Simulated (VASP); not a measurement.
# W (a cell with a defect) in VASP: a series of runs

Runs on W (a cell with a defect). Level: PBEsol. Tasks: single point.

Everything below comes from runs of VASP 6.6.1. Logs are shortened: lines on timing, memory, paths and dates and some standing lists are left out, and cuts for length are marked.

## (1) The cell of the first run

The cell holds a defect, 17 atoms: a = 6.320 Å, b = 6.320 Å, c = 6.320 Å, α = 90.00°, β = 90.00°, γ = 90.00°.

## (2) Single point, PBEsol

Contents of INCAR:

```
SYSTEM = W
PREC     = Accurate       ! precision mode
ENCUT    = 520            ! plane-wave cutoff, eV
EDIFF    = 1E-6           ! SCF threshold, eV
ISMEAR   = -1             ! smearing method
SIGMA    = 0.1            ! smearing width, eV
LREAL    = Auto         
LASPH    = .TRUE.         ! aspherical terms in the spheres
NELM     = 100            ! most SCF steps
ALGO     = Normal         ! electronic algorithm
ISIF     = 2              ! what is computed and relaxed
LWAVE    = .FALSE.        ! write WAVECAR
LCHARG   = .FALSE.        ! write CHGCAR
GGA      = PS             ! functional
NBANDS   = 133            ! bands
```

Contents of KPOINTS:

```
regular mesh
0
G
  2 2 2
  0 0 0
```

Contents of POSCAR:

```
W
1.0
    6.3200000000      0.0000000000      0.0000000000
    0.0000000000      6.3200000000      0.0000000000
    0.0000000000      0.0000000000      6.3200000000
W
17
Direct
   -0.0096518987     -0.0636075949      0.0409493671
    0.5619462025     -0.0284493671      0.0472626582
    0.0297626582      0.4187974684      0.0611075949
   -0.0181329114     -0.0829746835      0.5696518987
    0.2285601266      0.1477848101      0.3335443038
    0.5202531646      0.4027215190      0.0715189873
    0.5045253165     -0.0921835443      0.5459651899
    0.7828639241      0.1936392405      0.3020727848
   -0.0316613924      0.3806803797      0.6020094937
    0.1685284810      0.6143987342      0.4121360759
    0.2851265823      0.1810126582      0.8061550633
    0.5119936709      0.4172943038      0.5397151899
    0.7413607595      0.6787658228      0.3152689873
    0.7440031646      0.1782911392      0.7823575949
    0.2611550633      0.6831962025      0.8051265823
    0.7417563291      0.6756012658      0.8116930380
    0.3552689873      0.7389240506      0.1760443038
```

Potentials or basis: VASP PAW PBE potentials, release 64 (W_sv).

The run is started by

```console
$ cat potpaw_PBE.64/W_sv/POTCAR > POTCAR
$ mpirun -np 1 vasp_std > vasp.out
```

OUTCAR:

```text
SYSTEM = W
   PREC = Accurate
   ENCUT = 520
   EDIFF = 1E-6
   ISMEAR = -1
   LREAL = Auto
   LASPH = .TRUE.
   NELM = 100
   ISIF = 2
   GGA = PS

 ion  position               nearest neighbor table
   1  0.990  0.936  0.041-   8 2.66  16 2.70   2 2.72  14 2.73   5 2.73  17 2.76  15 2.78  11 2.84
                            13 2.85   4 2.98   3 3.06   3 3.28  10 3.30   4 3.34
   2  0.562  0.972  0.047-  17 2.13  14 2.42   8 2.55  16 2.65  11 2.67   1 2.72   6 2.74  13 2.75
                             5 2.99  15 3.05   7 3.20   7 3.21
   3  0.030  0.419  0.061-   8 2.60  10 2.69  11 2.73   5 2.73  15 2.75  16 2.90  13 2.93   9 2.94
                            14 2.95  17 2.98   1 3.06   6 3.10   6 3.22   1 3.28   9 3.45
   4  0.982  0.917  0.570-  10 2.46   5 2.60  14 2.61  16 2.64  13 2.68   8 2.74  15 2.74   9 2.94
                            11 2.95   1 2.98   7 3.02   7 3.31   1 3.34   9 3.40
   5  0.229  0.148  0.334-   4 2.60   7 2.67   1 2.73   3 2.73   9 2.78  12 2.79   8 2.84  17 2.88
                             6 2.96   2 2.99  10 3.01  11 3.02  11 3.36  10 3.43
   6  0.520  0.403  0.072-  17 2.46   8 2.57  11 2.64  14 2.71  13 2.71   2 2.74  16 2.76  15 2.94
                             5 2.96  12 2.96   3 3.10   3 3.22  12 3.36  10 3.37
   7  0.505  0.908  0.546-  13 2.54  15 2.66   5 2.67  16 2.69  14 2.73  17 2.74  11 2.76  10 2.94
                             8 2.96   4 3.02  12 3.10   2 3.20   2 3.21  12 3.22   4 3.31
   8  0.783  0.194  0.302-   9 2.52   2 2.55   6 2.57   3 2.60   1 2.66  12 2.68   4 2.74   5 2.84
                             7 2.96  14 3.05  13 3.08  13 3.27  14 3.30
   9  0.968  0.381  0.602-  14 2.22  10 2.29   8 2.52  11 2.70  16 2.70   5 2.78  12 2.92   3 2.94
                             4 2.94  15 2.95  13 2.98   4 3.40   3 3.45  12 3.47
  10  0.169  0.614  0.412-  17 2.06   9 2.29   4 2.46  15 2.59  12 2.63   3 2.69  13 2.80   7 2.94
                             5 3.01   1 3.30   6 3.37   5 3.43
  11  0.285  0.181  0.806-   6 2.64  12 2.67   2 2.67   9 2.70   3 2.73   7 2.76   1 2.84  14 2.90
                             4 2.95   5 3.02  15 3.15  15 3.18   5 3.36  14 3.42
  12  0.512  0.417  0.540-  14 2.60  13 2.62  10 2.63  11 2.67   8 2.68  16 2.78   5 2.79  15 2.85
                             9 2.92   6 2.96   7 3.10   7 3.22  17 3.22   6 3.36   9 3.47
  13  0.741  0.679  0.315-   7 2.54  12 2.62  17 2.62   4 2.68   6 2.71   2 2.75  10 2.80   1 2.85
                             3 2.93   9 2.98   8 3.08  16 3.14  16 3.18   8 3.27
  14  0.744  0.178  0.782-   9 2.22   2 2.42  12 2.60   4 2.61   6 2.71   1 2.73   7 2.73  11 2.90
                             3 2.95   8 3.05  16 3.15  16 3.18   8 3.30  11 3.42
  15  0.261  0.683  0.805-  17 2.44  10 2.59   7 2.66   4 2.74   3 2.75   1 2.78  12 2.85   6 2.94
                             9 2.95  16 3.04   2 3.05  11 3.15  11 3.18  16 3.28
  16  0.742  0.676  0.812-   4 2.64   2 2.65   7 2.69   9 2.70   1 2.70   6 2.76  12 2.78   3 2.90
                            15 3.04  13 3.14  14 3.15  14 3.18  13 3.18  15 3.28  17 3.38
  17  0.355  0.739  0.176-  10 2.06   2 2.13  15 2.44   6 2.46  13 2.62   7 2.74   1 2.76   5 2.88
                             3 2.98  12 3.22  16 3.38

  LATTYP: Found a simple cubic cell.
 ALAT       =     6.3200000000

  Lattice vectors:

 A1 = (   6.3200000000,   0.0000000000,   0.0000000000)
 A2 = (   0.0000000000,   6.3200000000,   0.0000000000)
 A3 = (   0.0000000000,   0.0000000000,   6.3200000000)

Analysis of symmetry for initial positions (statically):
=====================================================================
 Subroutine PRICEL returns:
 Original cell was already a primitive cell.

 Routine SETGRP: Setting up the symmetry group for a
 simple cubic supercell.

 Subroutine GETGRP returns: Found  1 space group operations
 (whereof  1 operations were pure point group operations)
 out of a pool of 48 trial point group operations.

The static configuration has the point symmetry C_1 .

Analysis of symmetry for dynamics (positions and initial velocities):
=====================================================================
 Subroutine PRICEL returns:
 Original cell was already a primitive cell.

 Routine SETGRP: Setting up the symmetry group for a
 simple cubic supercell.

 Subroutine GETGRP returns: Found  1 space group operations
 (whereof  1 operations were pure point group operations)
 out of a pool of 48 trial point group operations.

The dynamic configuration has the point symmetry C_1 .

 Subroutine INISYM returns: Found  1 space group operations
 (whereof  1 operations are pure point group operations),
 and found     1 'primitive' translations

----------------------------------------------------------------------------------------

                                     Primitive cell

  volume of cell :     252.4360

  direct lattice vectors                    reciprocal lattice vectors
     6.320000000  0.000000000  0.000000000     0.158227848  0.000000000  0.000000000
     0.000000000  6.320000000  0.000000000     0.000000000  0.158227848  0.000000000
     0.000000000  0.000000000  6.320000000     0.000000000  0.000000000  0.158227848

  length of vectors
     6.320000000  6.320000000  6.320000000     0.158227848  0.158227848  0.158227848

  position of ions in fractional coordinates (direct lattice)
     0.990348101  0.936392405  0.040949367
     0.561946203  0.971550633  0.047262658
     0.029762658  0.418797468  0.061107595
     0.981867089  0.917025317  0.569651899
     0.228560127  0.147784810  0.333544304
     0.520253165  0.402721519  0.071518987
[... 9 lines left out ...]
     0.741756329  0.675601266  0.811693038
     0.355268987  0.738924051  0.176044304

  ion indices of the primitive-cell ions
   primitive index   ion index
                 1           1
                 2           2
                 3           3
                 4           4
                 5           5
                 6           6
[... 9 lines left out ...]
                16          16
                17          17

----------------------------------------------------------------------------------------

 KPOINTS: regular mesh

Automatic generation of k-mesh.
 Grid dimensions read from file:
 generate k-points for:    2    2    2

 Generating k-lattice:

  Cartesian coordinates                     Fractional coordinates (reciprocal lattice)
     0.079113924  0.000000000  0.000000000     0.500000000  0.000000000  0.000000000
     0.000000000  0.079113924  0.000000000     0.000000000  0.500000000  0.000000000
     0.000000000  0.000000000  0.079113924     0.000000000  0.000000000  0.500000000

  Length of vectors
     0.079113924  0.079113924  0.079113924

  Shift w.r.t. Gamma in fractional coordinates (k-lattice)
     0.000000000  0.000000000  0.000000000

 Subroutine IBZKPT returns following result:
 ===========================================

 Found      8 irreducible k-points:

 Following reciprocal coordinates:
            Coordinates               Weight
  0.000000  0.000000  0.000000      1.000000
  0.500000  0.000000  0.000000      1.000000
  0.000000  0.500000  0.000000      1.000000
  0.000000  0.000000  0.500000      1.000000
  0.500000  0.500000  0.000000      1.000000
  0.000000  0.500000  0.500000      1.000000
  0.500000  0.000000  0.500000      1.000000
  0.500000  0.500000  0.500000      1.000000
   k-points           NKPTS =      8   k-points in BZ     NKDIM =      8   number of bands    NBANDS=    133
   number of dos      NEDOS =    301   number of ions     NIONS =     17
   total plane-waves  NPLWV = 110592
   dimension x,y,z NGX =    48 NGY =   48 NGZ =   48
   dimension x,y,z NGXF=    96 NGYF=   96 NGZF=   96
   ions per type =              17
   NGX,Y,Z   is equivalent  to a cutoff of  12.63, 12.63, 12.63 a.u.
   NGXF,Y,Z  is equivalent  to a cutoff of  25.25, 25.25, 25.25 a.u.
 SYSTEM =  W
   PREC   = accura    normal or accurate (medium, high low for compatibility)
   ISTART =      0    job   : 0-new  1-cont  2-samecut
   ICHARG =      2    charge: 1-file 2-atom 10-const
   ISPIN  =      1    spin polarized calculation?
   LNONCOLLINEAR =      F non collinear calculations
   LSORBIT =      F    spin-orbit coupling
   LASPH  =      T    aspherical Exc in radial PAW
   ENCUT  =  520.0 eV  38.22 Ry    6.18 a.u.  11.75 11.75 11.75*2*pi/ulx,y,z
   NELM   =    100;   NELMIN=  2; NELMDL= -5     # of ELM steps
   EDIFF  = 0.1E-05   stopping-criterion for ELM
   LREAL  =      T    real-space projection
   EDIFFG = 0.1E-04   stopping-criterion for IOM
   NSW    =      0    number of steps for IOM
   IBRION =     -1    ionic relax: 0-MD 1-quasi-New 2-CG
   NFREE  =      0    steps in history (QN), initial steepest desc. (CG)
   ISIF   =      2    stress and relaxation
   ISYM   =      2    0-nonsym 1-usesym 2-fastsym
   POTIM  = 0.5000    time-step for ionic-motion
   TEBEG  =    0.0;   TEEND  =   0.0 temperature during run
   PSTRESS=    0.0 pullay stress
   NELECT =     238.0000    total number of electrons
   NUPDOWN=      -1.0000    fix difference up-down
   EMIN   =  10.00;   EMAX   =-10.00  energy-range for DOS
   EFERMI =   0.00;   METHOD = LEGACY
   ISMEAR =    -1;   SIGMA  =   0.10  broadening in eV -4-tet -1-fermi 0-gaus
   EFERMI_NEDOS =   21; number of points for ismear=-14 and -15
   IALGO  =     38    algorithm
   IMIX   =      4    mixing-type and parameters
     AMIX     =   0.40;   BMIX     =  1.00
     AMIX_MAG =   1.60;   BMIX_MAG =  1.00
  volume/ion in A,a.u.               =      14.85       100.21
  Fermi-wavevector in a.u.,A,eV,Ry     =   1.605277  3.033534 35.061061  2.576915
  Thomas-Fermi vector in A             =   2.701649
   LORBIT       =      0    0 simple, 1 ext, 2 COOP (PROOUT), +10 PAW based schemes
   GGA     = PS    functional components
   LHFCALC =     F    Hartree Fock is set to
   AEXX    =    0.0000 exact exchange contribution
   IVDW    =     0    specifies the selected vdW correction
   LEPSILON=     F    determine dielectric tensor
   LRPA    =     F    only Hartree local field effects (RPA)
 non-spin polarized calculation
  energy-cutoff  :      520.00
  volume of cell :      252.44
 maximum number of plane-waves:      6859
 NGX is ok and might be reduce to    48
   NGX = 23   NGY = 23   NGZ = 23

 number of electron     238.0000000 magnetization

 Free energy of the ion-electron system (eV)
  ---------------------------------------------------
  ext. energy  EPLUGINS =         0.00000000
  ---------------------------------------------------
  free energy    TOTEN  =      -219.00452378 eV

  energy without entropy =     -218.68720487  energy(sigma->0) =     -218.84586432

 E-fermi :  12.1205     XC(G=0): -14.0722

 val. band max:       12.0943268117   @ k =   0.0000   0.5000   0.5000
 cond. band min:      12.1557304060   @ k =   0.0000   0.0000   0.0000
 fundamental gap:      0.0614035943
 Fermi energy:        12.1205255428

 k-point     1 :       0.0000    0.0000    0.0000
  band No.  band energies     occupation
      1     -61.9219      2.00000
      2     -61.7731      2.00000
      3     -61.7534      2.00000
      4     -61.7485      2.00000
      5     -61.7353      2.00000
      6     -61.7209      2.00000
[... 123 lines left out ...]
    130      13.8397      0.00000
    131      13.9372      0.00000

 k-point     2 :       0.5000    0.0000    0.0000
  band No.  band energies     occupation
      1     -61.8689      2.00000
      2     -61.8444      2.00000
      3     -61.7661      2.00000
      4     -61.7501      2.00000
      5     -61.7294      2.00000
      6     -61.7237      2.00000
[... 927 lines left out ...]
    130      14.0257      0.00000
    131      14.0740      0.00000
 [bands above 131 left out]

------------------------ aborting loop because EDIFF is reached ----------------------------------------

  FORCE on cell =-STRESS in cart. coord.  units (eV):
  Direction    XX          YY          ZZ          XY          YZ          ZX
  --------------------------------------------------------------------------------------
  -------------------------------------------------------------------------------------
  Total       66.2310388     57.6498697     61.2485057     16.4476285    -16.4767751    -21.7861794
  in kB      420.3595459    365.8960131    388.7360751    104.3908987   -104.5758880   -138.2739673
  external PRESSURE =     391.6638780 kB  Pullay stress =       0.0000000 kB

 VOLUME and BASIS-vectors are now :
 -----------------------------------------------------------------------------
  energy-cutoff  :      520.00
  volume of cell :      252.44
      direct lattice vectors                 reciprocal lattice vectors
     6.320000000  0.000000000  0.000000000     0.158227848  0.000000000  0.000000000
     0.000000000  6.320000000  0.000000000     0.000000000  0.158227848  0.000000000
     0.000000000  0.000000000  6.320000000     0.000000000  0.000000000  0.158227848

 POSITION                                       TOTAL-FORCE (eV/Angst)
 -----------------------------------------------------------------------------------
      6.25900      5.91800      0.25880         1.954374     -1.508093      0.719857
      3.55150      6.14020      0.29870         1.876598      4.593699     -2.443044
      0.18810      2.64680      0.38620        -1.157488      1.051757     -0.647016
      6.20540      5.79560      3.60020        -0.064792      1.778804      0.843479
      1.44450      0.93400      2.10800         2.168392      1.235535     -1.533893
      3.28800      2.54520      0.45200        -0.255742     -0.812685     -1.832182
[... 9 lines left out ...]
      4.68790      4.26980      5.12990         0.828081     -0.988251      0.376102
      2.24530      4.67000      1.11260        -0.391361      0.716872     -2.821961
 -----------------------------------------------------------------------------------
    total drift:                               -0.003217      0.001640     -0.005241

  FREE ENERGIE OF THE ION-ELECTRON SYSTEM (eV)
  ---------------------------------------------------
  free  energy   TOTEN  =      -219.0045237767 eV

  energy  without entropy=     -218.6872048657  energy(sigma->0) =     -218.84586432
```

Run time: 18 min. Hardware: 1 thread of AMD EPYC, shared host; peak memory 0.39 GiB.

What came out:

| Quantity | Value |
| --- | --- |
| Free energy | -219.0045 eV |
| Pressure | 39.2 GPa |
| Largest force | 5.834 eV/Å |
| Band gap on the k mesh | zero (bands 119 and 120 overlap by 0.41 eV) |

Forces in eV/Å, atoms in the order of the input:
```
W    1.954 -1.508  0.720
W    1.877  4.594 -2.443
W   -1.157  1.052 -0.647
W   -0.065  1.779  0.843
W    2.168  1.236 -1.534
W   -0.256 -0.813 -1.832
W   -0.596  1.468  1.008
W   -2.027 -1.703  0.777
W    2.537  2.285 -0.488
W   -3.687 -2.709  3.619
W   -2.334 -1.180  0.250
W   -1.068 -0.107  1.375
W    3.306 -1.112 -0.908
W   -0.717 -1.635  2.881
W   -0.372 -1.375 -1.176
W    0.828 -0.988  0.376
W   -0.391  0.717 -2.822
```

Stress tensor (GPa, compression positive):
```
 42.04  10.44 -13.83
 10.44  36.59 -10.46
-13.83 -10.46  38.87
```

Caveat: the k points lie up to 0.50 Å⁻¹ apart; atoms lie so close that the PAW spheres overlap strongly, which falsifies energies and pressures; the atoms stand as in a frame of molecular dynamics; the PAW data sets were made with another functional, which shifts forces and pressure a little; spin-orbit coupling is left out, which moves the levels of the heavy elements.

## (3) Single point, PBEsol

Contents of INCAR:

```
PREC = Accurate
ENCUT = 520
EDIFF = 1E-7
ISMEAR = -1
SIGMA = 0.1
LREAL = Auto
LASPH = T
NELM = 60
ALGO = Normal
ISIF = 2
LWAVE = F
LCHARG = F
GGA = PS
NBANDS = 133
```

Contents of KPOINTS:

```
regular mesh
0
Gamma
  2 2 2
```

Contents of POSCAR:

```
W
1.0
    6.3200000000      0.0000000000      0.0000000000
    0.0000000000      6.3200000000      0.0000000000
    0.0000000000      0.0000000000      6.3200000000
W
17
Direct
    0.0116139241     -0.0040506329     -0.0307278481
    0.4979905063      0.0405063291     -0.0101424051
    0.0061234177      0.4930063291     -0.0129430380
   -0.0008702532      0.0310917722      0.5000632911
    0.2646518987      0.2725000000      0.2515981013
    0.5783544304      0.4229430380     -0.0483544304
    0.4889398734      0.0056487342      0.4851740506
    0.7705379747      0.2497943038      0.2576740506
   -0.0245411392      0.5017879747      0.5376424051
    0.1525000000      0.7937025316      0.2965981013
    0.2640822785      0.2477215190      0.7499841772
    0.5104113924      0.5184493671      0.4726898734
    0.7735126582      0.7511708861      0.2231012658
    0.7722943038      0.2180696203      0.7218512658
    0.2458860759      0.7430379747      0.7068829114
    0.7282594937      0.7644620253      0.7493829114
    0.4003322785      0.6857911392      0.0912658228
```

Potentials or basis: VASP PAW PBE potentials, release 64 (W_sv).

The run is started by

```console
$ cat potpaw_PBE.64/W_sv/POTCAR > POTCAR
$ mpirun -np 1 vasp_std > vasp.out
```

Run time: 11 min. Hardware: 1 thread of Intel Xeon Platinum 8259CL at 2.50GHz (Skylake/Cascade Lake), shared host; peak memory 0.42 GiB.

It converged, with:

```yaml
Free_energy: -219.9076 eV
Pressure: 38.5 GPa
Largest_force: 3.537 eV/Å
Band_gap_on_the_k_mesh: zero (bands 119 and 120 overlap by 0.28 eV)
```

Forces in eV/Å, atoms in the order of the input:
```
W    0.200  0.477  1.546
W    0.761 -1.663  0.842
W    0.799  0.360  0.660
W   -1.377  1.554  2.511
W   -1.339 -0.068 -0.669
W    0.269  0.911 -0.981
W    0.796 -0.238 -0.719
W    0.066 -0.254 -0.468
W    0.894 -0.293 -3.410
W    0.973 -2.186  1.106
W   -1.196  1.639 -2.447
W   -0.374 -1.123  1.423
W   -1.737  0.719  0.417
W   -0.920  0.762  0.040
W    1.040  0.759  2.147
W    0.880 -0.683 -0.359
W    0.266 -0.675 -1.642
```

Stress tensor (GPa, compression positive):
```
 38.15 -11.01 -10.40
-11.01  40.21   8.42
-10.40   8.42  37.28
```

Levels at points of the mesh, in eV from the Fermi level:
```csv
k point,band 117,band 118,band 119,band 120,band 121,band 122
"(0.00, 0.00, 0.00)",0.03,0.22,0.25,0.37,0.49,0.58
"(0.50, 0.00, 0.00)",-0.55,-0.33,-0.15,0.10,0.19,0.30
"(0.00, 0.50, 0.00)",-0.47,-0.44,-0.18,0.05,0.15,0.37
"(0.00, 0.00, 0.50)",-0.48,-0.33,-0.17,0.07,0.29,0.37
"(0.50, 0.50, 0.00)",-0.91,-0.59,-0.47,0.00,0.25,0.49
"(0.00, 0.50, 0.50)",-0.65,-0.52,-0.18,-0.02,0.15,0.42
"(0.50, 0.00, 0.50)",-0.65,-0.48,-0.35,-0.03,0.11,0.34
"(0.50, 0.50, 0.50)",-0.79,-0.54,-0.01,0.31,0.48,0.79
```

Caveat: the k points lie up to 0.50 Å⁻¹ apart; the PAW data sets were made with another functional, which shifts forces and pressure a little; spin-orbit coupling is left out, which moves the levels of the heavy elements.

The gap in the log of VASP goes by the Fermi energy; the results here count the filled bands.